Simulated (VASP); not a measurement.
BiTe, 2 atoms in the cell. The structure is tetragonal, space group I4/mmm (No. 139). The conventional cell has a = 4.506 Å, b = 4.506 Å, c = 6.567 Å, α = 90.00°, β = 90.00°, γ = 90.00°. Within 4.2 Å of Bi (site symmetry 4/mmm) lie 6 Te at 3.19 to 3.28 Å. Within 4.2 Å of Te (site symmetry 4/mmm) lie 6 Bi at 3.19 to 3.28 Å.  This cell differs from its parent crystal: strain -0.015 along x and y, +0.015 along z.

- Program: VASP 6.6.1
- Task: single point
- Functional: PBEsol
- Potentials or basis: VASP PAW PBE potentials, release 64 (Bi_d, Te)
- Cutoff: 520 eV
- k mesh: 14 × 14 × 14
- Occupations: gaussian, width 0.15 eV
- Spin: no spin polarisation
- Dipole correction: no
- Further INCAR settings: ALGO = Normal; EDIFF = 1e-06; NBANDS = 18

Potentials or basis: VASP PAW PBE potentials, release 64 (Bi_d, Te).

Command:

```sh
$ cat potpaw_PBE.64/Bi_d/POTCAR potpaw_PBE.64/Te/POTCAR > POTCAR
$ mpirun -np 1 vasp_std > vasp.out
```

Hardware: 1 thread of Intel Xeon 6975P-C, with other jobs on the host.

Estimate the wall time of this run.

Run time: 4.5 min on 1 thread of Intel Xeon 6975P-C, on a shared host, peak memory 0.43 GiB. Counts: scf iterations 12, k points 244.
